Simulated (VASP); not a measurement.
Crystal: SiO2 (Stishovite).

```
Si O
1.0
     4.18519    0.00000    0.00000
     0.00000    4.18519    0.00000
     0.00000    0.00000    2.66884
Si O
2 4
Direct
  0.00000 0.00000 0.00000
  0.50000 0.50000 0.50000
  0.30610 0.30610 0.00000
  0.19390 0.80610 0.50000
  0.69390 0.69390 0.00000
  0.80610 0.19390 0.50000
```

Base run:

* Program: VASP 6.6.1
* Functional: PBE
* Potentials or basis: VASP PAW PBE potentials, release 64 (Si, O)
* Cutoff: 520 eV
* k mesh: 6 × 6 × 10
* Occupations: gaussian, width 0.01 eV
* Spin: no spin polarisation

Its results: band gap on the k mesh 5.54 eV, direct; pressure 9.8 GPa; largest force 0.100 eV/Å.

Task: The run is repeated on the same cell with these changes: functional from PBE to r2SCAN. What comes out?

Result: Band gap on the k mesh 6.51 eV, direct; pressure 0.4 GPa; largest force 0.021 eV/Å.

r2SCAN gives the wider gap, since meta-GGAs in the generalised Kohn-Sham scheme recover part of the derivative discontinuity.

Caveats: the PAW data sets were made with another functional, which shifts forces and pressure a little (some runs).

A k mesh can miss the band edges.
